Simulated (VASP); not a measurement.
# SiC5 (P4/mmm) in VASP: notebook, part 2 of 2

VASP 6.6.1. Earlier steps stand in the parts before.

### Step 4. Relaxation of cell and atoms, PBE

This run uses another cell than the first one, of 8.78 Å³/atom.

The input, INCAR:

```
  PREC = Accurate
  ENCUT = 600
  EDIFF = 1E-6
  ISMEAR = 0
  SIGMA = 0.1
  LREAL = F
  LASPH = T
  NELM = 80
  ALGO = Normal
  ISIF = 3
  LWAVE = F
  LCHARG = F
  GGA = PE
  IBRION = 2
  NSW = 90
  EDIFFG = -0.04
```

The input, KPOINTS:

```
Automatic mesh
0
Gamma
  4 4 6
```

The input, POSCAR:

```
SiC5
1.0
    3.8340251639      0.0000000000      0.0000000000
    0.0000000000      3.8340251639      0.0000000000
    0.0000000000      0.0000000000      3.5822725690
Si C
1 5
Direct
    0.5000000000      0.5000000000      0.0000000000
    0.5000000000      0.0000000000      0.5000000000
    0.0000000000      0.5000000000      0.5000000000
    0.5000000000      0.0000000000      0.0000000000
    0.0000000000      0.5000000000      0.0000000000
    0.5000000000      0.5000000000      0.5000000000
```

Potentials or basis: VASP PAW PBE potentials, release 64 (Si, C).

Started as:

```
> cat potpaw_PBE.64/Si/POTCAR potpaw_PBE.64/C/POTCAR > POTCAR
> mpirun -np 1 vasp_std > vasp.out
```

OUTCAR:

```text
PREC = Accurate
   ENCUT = 600
   EDIFF = 1E-6
   ISMEAR = 0
   LREAL = F
   LASPH = T
   NELM = 80
   ISIF = 3
   GGA = PE
   IBRION = 2
   NSW = 90
   EDIFFG = -0.04

 ion  position               nearest neighbor table
   1  0.500  0.500  0.000-   6 1.79   6 1.79   4 1.92   5 1.92   4 1.92   5 1.92
   2  0.500  0.000  0.500-   4 1.79   4 1.79   6 1.92   6 1.92
   3  0.000  0.500  0.500-   5 1.79   5 1.79   6 1.92   6 1.92
   4  0.500  0.000  0.000-   2 1.79   2 1.79   1 1.92   1 1.92
   5  0.000  0.500  0.000-   3 1.79   3 1.79   1 1.92   1 1.92
   6  0.500  0.500  0.500-   1 1.79   1 1.79   3 1.92   2 1.92   2 1.92   3 1.92

  LATTYP: Found a simple tetragonal cell.
 ALAT       =     3.8340251639
[... 197 lines left out ...]
  --------------------------------------------------------------------------------------
  -------------------------------------------------------------------------------------
  Total        0.8537518      0.8537518     -2.2987546      0.0000000     -0.0000000      0.0000000
  in kB       25.9760830     25.9760830    -69.9414528      0.0000000     -0.0000000      0.0000000
  external PRESSURE =      -5.9964289 kB  Pullay stress =       0.0000000 kB
[... 147 lines left out ...]
--------------------------------------- Ionic step        5  -------------------------------------------

 number of electron      24.0000000 magnetization

 Free energy of the ion-electron system (eV)
  ---------------------------------------------------
  ext. energy  EPLUGINS =         0.00000000
  ---------------------------------------------------
  free energy    TOTEN  =       -36.04012970 eV

  energy without entropy =      -36.02895039  energy(sigma->0) =      -36.03454004

 E-fermi :   6.3697     XC(G=0): -11.4600

 val. band max:        6.3696593500   @ k =   0.2500   0.2500   0.3333
 cond. band min:       6.4175929137   @ k =   0.5000   0.5000   0.5000
 fundamental gap:      0.0479335637
 Fermi energy:         6.3696793468

 k-point     1 :       0.0000    0.0000    0.0000
  band No.  band energies     occupation
      1     -11.3163      2.00000
      2      -5.9145      2.00000
      3      -2.1983      2.00000
      4      -2.1161      2.00000
      5      -2.0101      2.00000
      6      -2.0101      2.00000
[... 478 lines left out ...]
  FREE ENERGIE OF THE ION-ELECTRON SYSTEM (eV)
  ---------------------------------------------------
  free  energy   TOTEN  =       -36.0401297045 eV

  energy  without entropy=      -36.0289503851  energy(sigma->0) =      -36.03454004

 reached required accuracy - stopping structural energy minimisation
```

OSZICAR:

```text
N       E                     dE             d eps       ncg     rms          rms(c)
DAV:   1     0.795292234868E+02    0.79529E+02   -0.13422E+04   768   0.156E+03
DAV:   2    -0.332811403151E+02   -0.11281E+03   -0.11058E+03  1112   0.245E+02
DAV:   3    -0.376769004243E+02   -0.43958E+01   -0.43479E+01  1040   0.496E+01
[... 41 lines left out ...]
DAV:   3    -0.360401649752E+02    0.18200E-02   -0.57053E-03   792   0.456E-01    0.357E-02
DAV:   4    -0.360401396401E+02    0.25335E-04   -0.18776E-04  1008   0.981E-02    0.227E-02
DAV:   5    -0.360401315760E+02    0.80641E-05   -0.19773E-05   928   0.286E-02    0.117E-02
DAV:   6    -0.360401300798E+02    0.14962E-05   -0.21711E-06   576   0.109E-02    0.665E-03
DAV:   7    -0.360401297045E+02    0.37534E-06   -0.11445E-06   488   0.811E-03
   5 F= -.36040130E+02 E0= -.36034540E+02  d E =-.249835E-02
```

CONTCAR:

```text
SiC5
   1.00000000000000
     3.8923095699710601    0.0000000000000000   -0.0000000000000000
     0.0000000000000000    3.8923095699710601   -0.0000000000000000
    -0.0000000000000000   -0.0000000000000000    3.4992477573146354
  Si              C
     1     5
Direct
     0.5000000000000000    0.5000000000000000    0.0000000000000000
     0.5000000000000000    0.0000000000000000    0.5000000000000000
     0.0000000000000000    0.5000000000000000    0.5000000000000000
     0.5000000000000000    0.0000000000000000    0.0000000000000000
     0.0000000000000000    0.5000000000000000    0.0000000000000000
     0.5000000000000000    0.5000000000000000    0.5000000000000000

  0.00000000E+00  0.00000000E+00  0.00000000E+00
  0.00000000E+00  0.00000000E+00  0.00000000E+00
  0.00000000E+00  0.00000000E+00  0.00000000E+00
  0.00000000E+00  0.00000000E+00  0.00000000E+00
  0.00000000E+00  0.00000000E+00  0.00000000E+00
  0.00000000E+00  0.00000000E+00  0.00000000E+00
```

Wall time 30 s (1 thread of Intel Xeon 6975P-C (Granite Rapids), shared host); peak memory 0.18 GiB.

Results:

```yaml
Free_energy: -36.0401 eV
Relaxed_volume: 8.84 Å³/atom
Relaxed_cell: a = 3.892 Å, b = 3.892 Å, c = 3.499 Å, α = 90.00°, β = 90.00°, γ = 90.00°
Space_group_after_relaxing_to_0.1_Å: P4/mmm (No. 123)
Energy_gained_by_relaxing: 8.0 meV/atom
Ionic_steps: 5
Pressure_after_relaxing: -0.4 GPa
Band_gap_on_the_k_mesh: zero (bands 12 and 13 overlap by 2.84 eV)
```

Step by step:
```tsv
step	energy change (eV)	largest force (eV/Å)	pressure (GPa)	volume (Å³)
1	0.0000	0.0000	-0.60	52.66
2	-0.0416	0.0000	0.88	52.40
3	-0.0431	0.0000	2.35	52.24
4	-0.0456	0.0000	1.69	52.31
5	-0.0481	0.0000	-0.41	53.01
```

Final structure:
```cif
data_structure
_symmetry_space_group_name_H-M 'P 1'
_symmetry_Int_Tables_number 1
_cell_length_a 3.8923
_cell_length_b 3.8923
_cell_length_c 3.4992
_cell_angle_alpha 90.000
_cell_angle_beta 90.000
_cell_angle_gamma 90.000
_cell_volume 53.01
loop_
_atom_site_label
_atom_site_type_symbol
_atom_site_fract_x
_atom_site_fract_y
_atom_site_fract_z
_atom_site_occupancy
Si1 Si 0.50000 0.50000 0.00000 1
C1 C 0.50000 0.00000 0.50000 1
C2 C 0.00000 0.50000 0.50000 1
C3 C 0.50000 0.00000 0.00000 1
C4 C 0.00000 0.50000 0.00000 1
C5 C 0.50000 0.50000 0.50000 1
```

Levels at points of the mesh, in eV from the Fermi level:
```csv
k point,band 9,band 10,band 11,band 12,band 13,band 14,band 15,band 16
"(0.00, 0.00, 0.00)",-2.16,-1.85,-1.45,-1.45,-0.93,-0.93,4.56,4.56
"(0.50, 0.00, 0.00)",-3.11,-3.03,-2.93,-0.69,-0.68,2.16,2.18,3.60
"(0.50, 0.50, 0.00)",-4.36,-4.36,-2.04,0.48,1.60,1.86,1.86,2.91
"(0.00, 0.00, 0.50)",-5.32,-4.34,0.78,0.78,1.18,1.18,3.10,4.51
"(0.50, 0.00, 0.50)",-0.83,-0.61,-0.57,-0.51,-0.20,2.15,2.34,4.92
"(0.50, 0.50, 0.50)",-0.35,0.05,0.86,1.54,1.54,2.40,2.82,3.63
```

Caveat: the k points lie up to 0.40 Å⁻¹ apart in the final cell, too coarse for converged energies and pressures of a metal.

### Step 5. Single point, PBE

This run uses another cell than the first one, of 8.85 Å³/atom.

The input, INCAR:

```
SYSTEM = SiC5
PREC     = Accurate       ! precision mode
ENCUT    = 520            ! plane-wave cutoff, eV
EDIFF    = 1E-6           ! SCF threshold, eV
ISMEAR   = 0              ! smearing method
SIGMA    = 0.1            ! smearing width, eV
LREAL    = .FALSE.        ! projectors in reciprocal space
LASPH    = .TRUE.         ! aspherical terms in the spheres
NELM     = 80             ! most SCF steps
ALGO     = Normal         ! electronic algorithm
ISIF     = 2              ! what is computed and relaxed
LWAVE    = .FALSE.        ! write WAVECAR
LCHARG   = .TRUE.         ! write CHGCAR
GGA      = PE             ! functional
LELF     = .TRUE.         ! ELF
LVHAR    = .TRUE.       
NBANDS   = 21             ! bands
```

The input, KPOINTS:

```
Automatic mesh
0
G
  10 10 10
  0 0 0
```

Edit POSCAR of step 4 so:

```diff
@@ -2,5 +2,5 @@
 1.0
-    3.8340251639      0.0000000000      0.0000000000
-    0.0000000000      3.8340251639      0.0000000000
-    0.0000000000      0.0000000000      3.5822725690
+    3.8889224457      0.0000000000      0.0000000000
+    0.0000000000      3.8889224457      0.0000000000
+    0.0000000000      0.0000000000      3.5113491516
 Si C
```

Started as:

```
> cat potpaw_PBE.64/Si/POTCAR potpaw_PBE.64/C/POTCAR > POTCAR
> mpirun -np 1 vasp_std > vasp.out
```

It took 51 s on 1 thread of Intel Xeon 6975P-C (Granite Rapids), shared host; peak memory 0.24 GiB.

Results (log left out):

```
Free energy            : -35.9217 eV
Pressure               : 0.0 GPa
Band gap on the k mesh : zero (bands 12 and 13 overlap by 2.88 eV)
```

Levels at points of the mesh, in eV from the Fermi level:
| k point | band 8 | band 9 | band 10 | band 11 | band 12 | band 13 | band 14 | band 15 | band 16 | band 17 |
| --- | --- | --- | --- | --- | --- | --- | --- | --- | --- | --- |
| (0.00, 0.00, 0.00) | -5.27 | -1.95 | -1.78 | -1.30 | -1.30 | -0.81 | -0.81 | 4.65 | 4.65 | 7.43 |
| (0.50, 0.00, 0.00) | -4.55 | -2.90 | -2.88 | -2.77 | -0.59 | -0.56 | 2.31 | 2.39 | 3.68 | 4.09 |
| (0.50, 0.50, 0.00) | -4.56 | -4.29 | -4.29 | -1.85 | 0.65 | 1.66 | 2.08 | 2.08 | 3.12 | 3.80 |
| (0.00, 0.00, 0.50) | -5.19 | -5.19 | -4.14 | 0.93 | 0.93 | 1.31 | 1.31 | 3.19 | 4.55 | 6.09 |
| (0.50, 0.00, 0.50) | -4.60 | -0.67 | -0.49 | -0.44 | -0.36 | -0.05 | 2.34 | 2.54 | 5.01 | 5.02 |
| (0.50, 0.50, 0.50) | -3.14 | -0.21 | 0.20 | 1.04 | 1.73 | 1.73 | 2.56 | 2.95 | 3.83 | 4.44 |

### Step 6. Relaxation of cell and atoms, PBE

This run uses another cell than the first one, of 8.32 Å³/atom.

The input, INCAR:

```
SYSTEM = SiC5
PREC = Accurate ; ENCUT = 600
EDIFF = 1E-6 ; ISMEAR = 0
SIGMA = 0.1 ; LREAL = .FALSE.
LASPH = .TRUE. ; NELM = 80
ALGO = Normal ; ISIF = 3
LWAVE = .FALSE. ; LCHARG = .FALSE.
GGA = PE ; IBRION = 2
NSW = 90 ; EDIFFG = -0.04
```

The input, KPOINTS:

```
Automatic mesh
0
G
  6 6 4
  0 0 0
```

Edit POSCAR of step 5 so:

```diff
@@ -2,5 +2,5 @@
 1.0
-    3.8889224457      0.0000000000      0.0000000000
-    0.0000000000      3.8889224457      0.0000000000
-    0.0000000000      0.0000000000      3.5113491516
+    3.4750718100      0.0000000000      0.0000000000
+    0.0000000000      3.4750718100      0.0000000000
+    0.0000000000      0.0000000000      4.1355162200
 Si C
```

Potentials or basis: VASP PAW PBE potentials, release 64 (Si, C).

Started as:

```
> cat potpaw_PBE.64/Si/POTCAR potpaw_PBE.64/C/POTCAR > POTCAR
> mpirun -np 1 vasp_std > vasp.out
```

It took 56 s on 1 thread of Intel Xeon 6975P-C (Granite Rapids), shared host; peak memory 0.17 GiB.

The run converged. Its results:

```yaml
Free_energy: -35.8949 eV
Relaxed_volume: 8.77 Å³/atom
Relaxed_cell: a = 3.835 Å, b = 3.835 Å, c = 3.577 Å, α = 90.00°, β = 90.00°, γ = 90.00°
Space_group_after_relaxing_to_0.1_Å: P4/mmm (No. 123)
Energy_gained_by_relaxing: 238.0 meV/atom
Ionic_steps: 7
Pressure_after_relaxing: 0.0 GPa
Band_gap_on_the_k_mesh: zero (bands 12 and 13 overlap by 3.09 eV)
```

Stress tensor (GPa, compression positive):
```
-0.18  0.00  0.00
 0.00 -0.18  0.00
 0.00  0.00  0.50
```

The path:
| step | energy change (eV) | largest force (eV/Å) | pressure (GPa) | volume (Å³) |
| --- | --- | --- | --- | --- |
| 1 | 0.0000 | 0.0000 | 15.24 | 49.94 |
| 2 | -0.6236 | 0.0000 | -10.08 | 55.73 |
| 3 | -0.6460 | 0.0000 | -12.52 | 56.73 |
| 4 | -1.3280 | 0.0000 | -8.87 | 55.08 |
| 5 | -1.3933 | 0.0000 | -4.67 | 54.44 |
| 6 | -1.3929 | 0.0000 | -5.09 | 54.50 |
| 7 | -1.4277 | 0.0000 | 0.05 | 52.61 |

Final structure:
```
Si C
1.0
     3.83540    0.00000    0.00000
     0.00000    3.83540    0.00000
     0.00000    0.00000    3.57674
Si C
1 5
Direct
  0.50000 0.50000 0.00000
  0.50000 0.00000 0.50000
  0.00000 0.50000 0.50000
  0.50000 0.00000 0.00000
  0.00000 0.50000 0.00000
  0.50000 0.50000 0.50000
```

Levels at points of the mesh, in eV from the Fermi level:
| k point | band 8 | band 9 | band 10 | band 11 | band 12 | band 13 | band 14 | band 15 | band 16 |
| --- | --- | --- | --- | --- | --- | --- | --- | --- | --- |
| (0.00, 0.00, 0.00) | -4.93 | -2.06 | -1.54 | -1.45 | -1.45 | -0.75 | -0.75 | 4.52 | 4.52 |
| (0.50, 0.00, 0.00) | -5.02 | -2.70 | -2.54 | -2.53 | -0.94 | -0.51 | 2.49 | 2.84 | 3.45 |
| (0.50, 0.50, 0.00) | -4.95 | -4.73 | -4.73 | -1.55 | 1.05 | 1.26 | 2.60 | 2.60 | 3.68 |
| (0.00, 0.00, 0.50) | -5.25 | -5.25 | -3.74 | 1.10 | 1.10 | 1.45 | 1.45 | 2.81 | 3.96 |
| (0.50, 0.00, 0.50) | -4.62 | -0.53 | -0.47 | -0.35 | -0.29 | -0.06 | 2.55 | 2.89 | 4.72 |
| (0.50, 0.50, 0.50) | -3.23 | -0.10 | 0.22 | 1.28 | 2.01 | 2.01 | 2.82 | 3.19 | 4.25 |

Caveat: the k points lie up to 0.44 Å⁻¹ apart in the final cell, too coarse for converged energies and pressures of a metal.

### Step 7. Single point, PBE, collinear spin

The input, INCAR:

```
PREC     = Accurate       # precision mode
ENCUT    = 520            # plane-wave cutoff, eV
EDIFF    = 1E-6           # SCF threshold, eV
ISMEAR   = 0              # smearing method
SIGMA    = 0.1            # smearing width, eV
LREAL    = False          # projectors in reciprocal space
LASPH    = True           # aspherical terms in the spheres
NELM     = 150            # most SCF steps
ALGO     = Normal         # electronic algorithm
ISIF     = 2              # what is computed and relaxed
LWAVE    = False          # write WAVECAR
LCHARG   = False          # write CHGCAR
ISPIN    = 2              # spin polarisation
MAGMOM   = 0 1 1 1 1 1    # initial moments
LORBIT   = 11             # projections on sites
GGA      = PE             # functional
NBANDS   = 25             # bands
```

The input, KPOINTS:

```
regular mesh
0
Gamma
  4 4 6
```

Edit POSCAR of step 6 so:

```diff
@@ -2,5 +2,5 @@
 1.0
-    3.4750718100      0.0000000000      0.0000000000
-    0.0000000000      3.4750718100      0.0000000000
-    0.0000000000      0.0000000000      4.1355162200
+    3.8863536463      0.0000000000      0.0000000000
+    0.0000000000      3.8863536463      0.0000000000
+    0.0000000000      0.0000000000      3.5006330263
 Si C
```

Started as:

```
> cat potpaw_PBE.64/Si/POTCAR potpaw_PBE.64/C/POTCAR > POTCAR
> mpirun -np 1 vasp_std > vasp.out
```

It took 29 s on 1 thread of Intel Xeon 6975P-C (Granite Rapids), shared host; peak memory 0.2 GiB.

It converged, with:

- Free energy: -36.0379 eV
- Pressure: 0.1 GPa
- Band gap on the k mesh: zero (filled and empty bands overlap)
- Net moment: 0.00 μB per cell
- Valence electrons inside the program's atomic spheres: Si 1.77; C 2.12, 2.30, 2.47 (each value once)

Levels at points of the mesh, in eV from the Fermi level:
Spin up:
| k point | band 9 | band 10 | band 11 | band 12 | band 13 | band 14 | band 15 | band 16 |
| --- | --- | --- | --- | --- | --- | --- | --- | --- |
| (0.00, 0.00, 0.00) | -2.13 | -1.85 | -1.45 | -1.45 | -0.94 | -0.94 | 4.56 | 4.56 |
| (0.50, 0.00, 0.00) | -3.08 | -3.03 | -2.92 | -0.70 | -0.68 | 2.18 | 2.22 | 3.60 |
| (0.50, 0.50, 0.00) | -4.37 | -4.37 | -2.02 | 0.51 | 1.58 | 1.90 | 1.90 | 2.96 |
| (0.00, 0.00, 0.50) | -5.33 | -4.31 | 0.79 | 0.79 | 1.19 | 1.19 | 3.09 | 4.49 |
| (0.50, 0.00, 0.50) | -0.82 | -0.61 | -0.56 | -0.50 | -0.20 | 2.17 | 2.38 | 4.92 |
| (0.50, 0.50, 0.50) | -0.35 | 0.05 | 0.87 | 1.56 | 1.56 | 2.42 | 2.85 | 3.67 |
Spin down:
| k point | band 9 | band 10 | band 11 | band 12 | band 13 | band 14 | band 15 | band 16 |
| --- | --- | --- | --- | --- | --- | --- | --- | --- |
| (0.00, 0.00, 0.00) | -2.13 | -1.85 | -1.44 | -1.44 | -0.94 | -0.94 | 4.56 | 4.56 |
| (0.50, 0.00, 0.00) | -3.08 | -3.03 | -2.92 | -0.70 | -0.68 | 2.18 | 2.22 | 3.60 |
| (0.50, 0.50, 0.00) | -4.37 | -4.37 | -2.02 | 0.51 | 1.58 | 1.90 | 1.90 | 2.96 |
| (0.00, 0.00, 0.50) | -5.33 | -4.31 | 0.79 | 0.79 | 1.19 | 1.19 | 3.09 | 4.49 |
| (0.50, 0.00, 0.50) | -0.82 | -0.61 | -0.56 | -0.50 | -0.20 | 2.17 | 2.38 | 4.92 |
| (0.50, 0.50, 0.50) | -0.35 | 0.05 | 0.87 | 1.56 | 1.56 | 2.42 | 2.85 | 3.67 |

Caveat: the k points lie up to 0.40 Å⁻¹ apart, too coarse for converged energies and pressures of a metal.

### Step 8. Summary

| task | spin | cell | k mesh | cutoff (eV) | gap on the mesh (eV) | pressure (GPa) | relaxed volume (Å³/atom) |
| --- | --- | --- | --- | --- | --- | --- | --- |
| single point | off | a = 3.886, b = 3.886, c = 3.501 Å, 6 atoms | 4 × 4 × 6 | 520 | none | 0.1 | - |
| single point | off | a = 3.834, b = 3.834, c = 3.582 Å, 6 atoms | 6 × 6 × 4 | 520 | none | -0.1 | - |
| relaxation of cell and atoms | off | relaxed from a = 3.834, b = 3.834, c = 3.582 Å, 6 atoms | 4 × 4 × 6 | 600 | none | -0.4 | 8.84 |
| single point | off | a = 3.889, b = 3.889, c = 3.511 Å, 6 atoms | 10 × 10 × 10 | 520 | none | 0.0 | - |
| relaxation of cell and atoms | off | relaxed from a = 3.475, b = 3.475, c = 4.136 Å, 6 atoms | 6 × 6 × 4 | 600 | none | 0.0 | 8.77 |
| single point | collinear | a = 3.886, b = 3.886, c = 3.501 Å, 6 atoms | 4 × 4 × 6 | 520 | none | 0.1 | - |

Alike in all rows: level PBE; potentials or basis VASP PAW PBE potentials, release 64 (Si, C); smearing gaussian 0.1 eV.

Caveats: some runs use coarse meshes.

Absolute energies hang on the potentials; compare differences alone.
